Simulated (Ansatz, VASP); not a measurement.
# One calculation of LiH, two programs

Contents of INCAR:

```
SYSTEM = LiH
PREC     = Accurate       ! precision mode
ENCUT    = 520            ! plane-wave cutoff, eV
EDIFF    = 1E-6           ! SCF threshold, eV
ISMEAR   = 0              ! smearing method
SIGMA    = 0.05           ! smearing width, eV
LREAL    = .False.        ! projectors in reciprocal space
LASPH    = .True.         ! aspherical terms in the spheres
NELM     = 80             ! most SCF steps
ALGO     = Normal         ! electronic algorithm
ISIF     = 2              ! what is computed and relaxed
LWAVE    = .False.        ! write WAVECAR
LCHARG   = .False.        ! write CHGCAR
GGA      = CA             ! functional
NBANDS   = 9              ! bands
```

File KPOINTS:

```
Automatic mesh
0
Gamma
  10 10 10
  0 0 0
```

The input POSCAR:

```
LiH
1.0
    0.0000000000      2.0325000000      2.0325000000
    2.0325000000      0.0000000000      2.0325000000
    2.0325000000      2.0325000000      0.0000000000
Li H
1 1
Direct
    0.0000000000      0.0000000000      0.0000000000
    0.5213044380      0.5213044380      0.5213044380
```

Input for Ansatz:

```yaml
crystal:
  lattice:
    - [0.0, 2.0325, 2.0325]
    - [2.0325, 0.0, 2.0325]
    - [2.0325, 2.0325, 0.0]
  atoms:
    - { symbol: Li, position: [0.0, 0.0, 0.0] }
    - { symbol: H, position: [0.521304438, 0.521304438, 0.521304438] }
basis:
  ecutwfc: 420
kpoints:
  mp_grid: { grid: [10, 10, 10] }
hamiltonian:
  xc: lda
scf:
  occupations: { method: gaussian, width: 0.05 }
output:
  forces: true
  stress: true
  eigenvalues: true
```

Change from the starting cell: all H atoms moved +0.150 Å, as atom 2 along Cartesian [1 1 1].

Alike in both runs: task single point; functional LDA; k mesh 10 × 10 × 10; occupations gaussian, width 0.05 eV; no spin polarisation.

|  | VASP | Ansatz |
| --- | --- | --- |
| version | VASP 6.6.1 | Ansatz 0.2.0 |
| potentials or method | VASP PAW LDA potentials, release 64 (Li_sv, H), cutoff 520 eV | scalar-relativistic, plane waves, PAW |
| valence electrons in the cell | 4 | 4 |

VASP gave:

* gap on the k mesh at the Fermi level (eV): 2.78
* least direct gap on the mesh (eV): 2.78
* rms of the force components (eV/Å): 0.080

**Question.** Estimate Ansatz's values.

**Answer.** gap on the k mesh at the Fermi level (eV): 2.79; least direct gap on the mesh (eV): 2.79; rms of the force components (eV/Å): 0.079.

LDA's correlation is that of Perdew and Zunger in VASP and of Perdew and Wang (1992) in Ansatz. Atom by atom the forces differ by 0.000 eV/Å (rms over components).

Noted on VASP's run: the cutoff is under 1.25 times that of the potentials, so the pressure is a little rough.
